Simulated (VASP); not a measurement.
Wanted: the native input for a VASP 6.6.1 run.

* Task: relaxation of cell and atoms
* Functional: r2SCAN
* Potentials or basis: VASP PAW PBE potentials, release 64 (Ge_d)
* Cutoff: 600 eV
* k mesh: 6 × 6 × 4
* Occupations: fermi-dirac, width 0.02 eV
* Spin: no spin polarisation
* Dipole correction: no
* Further INCAR settings: ALGO = Normal; EDIFF = 1e-07; IBRION = 2; EDIFFG = -0.005; NSW = 80; ISIF = 3

Crystal: Ge.

```
Ge
1.0
     4.06615    0.00000    0.00000
    -2.03308    3.52139    0.00000
     0.00000    0.00000    6.68032
Ge
4
Cartesian
  2.0331 1.1738 0.4181
  0.0000 2.3476 3.7583
  2.0331 1.1738 2.9221
  0.0000 2.3476 6.2622
```

This isn't the form of Ge at room conditions, which is diamond.

These files were run (other wordings do the same):

POSCAR

```
Ge
1.0
    4.0661514156      0.0000000000      0.0000000000
   -2.0330757078      3.5213904215      0.0000000000
    0.0000000000      0.0000000000      6.6803232577
Ge
4
Direct
    0.6666666667      0.3333333333      0.0625854482
    0.3333333333      0.6666666667      0.5625854482
    0.6666666667      0.3333333333      0.4374145518
    0.3333333333      0.6666666667      0.9374145518
```

INCAR.step1

```
SYSTEM = Ge
PREC     = Accurate       ! precision mode
ENCUT    = 600            ! plane-wave cutoff, eV
ISMEAR   = -1             ! smearing method
SIGMA    = 0.02           ! smearing width, eV
LREAL    = .FALSE.        ! projectors in reciprocal space
LASPH    = .TRUE.         ! aspherical terms in the spheres
NELM     = 60             ! most SCF steps
GGA      = PE             ! functional
ALGO     = Normal         ! electronic algorithm
EDIFF    = 1E-4           ! SCF threshold, eV
LWAVE    = .TRUE.         ! write WAVECAR
LCHARG   = .FALSE.        ! write CHGCAR
```

INCAR.step2

```
SYSTEM = Ge
PREC     = Accurate       ! precision mode
ENCUT    = 600            ! plane-wave cutoff, eV
EDIFF    = 1E-7           ! SCF threshold, eV
ISMEAR   = -1             ! smearing method
SIGMA    = 0.02           ! smearing width, eV
LREAL    = .FALSE.        ! projectors in reciprocal space
LASPH    = .TRUE.         ! aspherical terms in the spheres
NELM     = 60             ! most SCF steps
ALGO     = Normal         ! electronic algorithm
ISIF     = 3              ! what is computed and relaxed
LWAVE    = .FALSE.        ! write WAVECAR
LCHARG   = .FALSE.        ! write CHGCAR
METAGGA  = R2SCAN         ! meta-GGA
LMIXTAU  = .TRUE.       
IBRION   = 2              ! ionic algorithm
NSW      = 80             ! ionic steps
EDIFFG   = -0.005         ! ionic threshold
ISTART   = 1
```

KPOINTS

```
Automatic mesh
0
G
  6 6 4
  0 0 0
```

Potentials or basis: VASP PAW PBE potentials, release 64 (Ge_d).

Run with:

```console
$ cat potpaw_PBE.64/Ge_d/POTCAR > POTCAR
$ cp INCAR.step1 INCAR
$ mpirun -np 1 vasp_std > vasp.out
$ cp INCAR.step2 INCAR
$ mpirun -np 1 vasp_std > vasp.out
```

Results of the run:

```json
{
  "Relaxed volume": "22.82 Å³/atom",
  "Relaxed cell": "a = 4.000 Å, b = 4.000 Å, c = 6.590 Å, α = 90.00°, β = 90.00°, γ = 120.00°",
  "Space group after relaxing (to 0.1 Å)": "P6_3/mmc (No. 194)",
  "Energy gained by relaxing": "9.9 meV/atom",
  "Ionic steps": "7",
  "Pressure after relaxing": "0.0 GPa",
  "Band gap on the k mesh": "0.05 eV"
}
```

Caveat: the PAW data sets were made with another functional, which shifts forces and pressure a little.

Run time: 35 min on 1 thread of Oxide Virtual Turin-like Processor (shared host), peak memory 0.24 GiB.
